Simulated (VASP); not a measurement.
A run of VASP 6.6.1 is set up as follows.

INCAR

```
PREC = Accurate ; ENCUT = 520
EDIFF = 1E-6 ; ISMEAR = -1
SIGMA = 0.02 ; LREAL = F
LASPH = T ; NELM = 150
ALGO = Normal ; ISIF = 2
LWAVE = F ; LCHARG = T
ISPIN = 2 ; MAGMOM = 3 0
LORBIT = 11 ; NUPDOWN = 3.0
LMAXMIX = 4 ; LDAU = T
LDAUTYPE = 2 ; LDAUL = 2 -1
LDAUU = 2.8 0 ; LDAUJ = 0 0
LDAUPRINT = 1 ; GGA = PE
LELF = T ; LVHAR = T
NBANDS = 20
```

Contents of KPOINTS:

```
Automatic mesh
0
Gamma
  9 9 9
```

File POSCAR:

```
MnO
1.0
    0.0000000000      2.2400000000      2.2400000000
    2.2400000000      0.0000000000      2.2400000000
    2.2400000000      2.2400000000      0.0000000000
Mn O
1 1
Direct
    0.0000000000      0.0000000000      0.0000000000
    0.5000000000      0.5000000000      0.5000000000
```

Potentials or basis: VASP PAW PBE potentials, release 64 (Mn_pv, O).

The run is started by

```console
$ cat potpaw_PBE.64/Mn_pv/POTCAR potpaw_PBE.64/O/POTCAR > POTCAR
$ mpirun -np 1 vasp_std > vasp.out
```

Question: Predict the pressure.

Answer: -22.3 GPa.

Eigenvalues of the final occupation matrices:
```
    site  spin  trace               eigenvalues
site 1 d     1   4.06  0.63 0.63 0.93 0.93 0.93
site 1 d     2   0.98  0.08 0.08 0.28 0.28 0.28
```

Caveat: the total moment is fixed, so each spin has its own Fermi level; a cell with one magnetic atom can't hold antiferromagnetic order, which such compounds often take. The state reached can hang on the start; a lower one may exist.
